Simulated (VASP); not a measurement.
Write the native input for VASP 6.6.1 that does the following.

```yaml
Task: relaxation of cell and atoms
Functional: PBE
Potentials_or_basis: VASP PAW PBE potentials, release 64 (Si, Mo_sv)
Cutoff: 600 eV
k_mesh: 18 × 18 × 18
Occupations: gaussian, width 0.1 eV
Spin: no spin polarisation
Dipole_correction: no
Further_INCAR_settings: ALGO = Normal; EDIFF = 1e-07; IBRION = 2; EDIFFG = -0.01; NSW = 100; ISIF = 3
```

The structure of Si2Mo lies in POSCAR:

```
Si2Mo
1.0
   -1.6000000000      1.6000000000      3.9305000000
    1.6000000000     -1.6000000000      3.9305000000
    1.6000000000      1.6000000000     -3.9305000000
Si Mo
2 1
Direct
    0.3330000000      0.3330000000      0.0000000000
    0.6670000000      0.6670000000      0.0000000000
    0.0000000000      0.0000000000      0.0000000000
```

These files were run (other wordings do the same):

INCAR

```
PREC = Accurate
ENCUT = 600
EDIFF = 1E-7
ISMEAR = 0
SIGMA = 0.1
LREAL = F
LASPH = T
NELM = 100
ALGO = Normal
ISIF = 3
LWAVE = F
LCHARG = F
GGA = PE
IBRION = 2
NSW = 100
EDIFFG = -0.01
```

KPOINTS

```
regular mesh
0
Gamma
  18 18 18
```

Potentials or basis: VASP PAW PBE potentials, release 64 (Si, Mo_sv).

The run is started by

```sh
$ cat potpaw_PBE.64/Si/POTCAR potpaw_PBE.64/Mo_sv/POTCAR > POTCAR
$ mpirun -np 1 vasp_std > vasp.out
```

It gave:

| Property | Result |
| --- | --- |
| Relaxed volume | 13.59 Å³/atom |
| Relaxed cell | a = 4.548 Å, b = 4.548 Å, c = 4.548 Å, α = 138.57°, β = 138.57°, γ = 60.03° |
| Space group after relaxing (to 0.1 Å) | I4/mmm (No. 139) |
| Energy gained by relaxing | 2.9 meV/atom |
| Ionic steps | 6 |
| Pressure after relaxing | 0.0 GPa |
| Largest force after relaxing | 0.004 eV/Å |
| Band gap on the k mesh | zero (bands 11 and 12 overlap by 0.94 eV) |

Wall time 15 min on 1 thread of AMD EPYC 9R45 96-Core Processor (Zen 5) (shared host), peak memory 0.47 GiB.
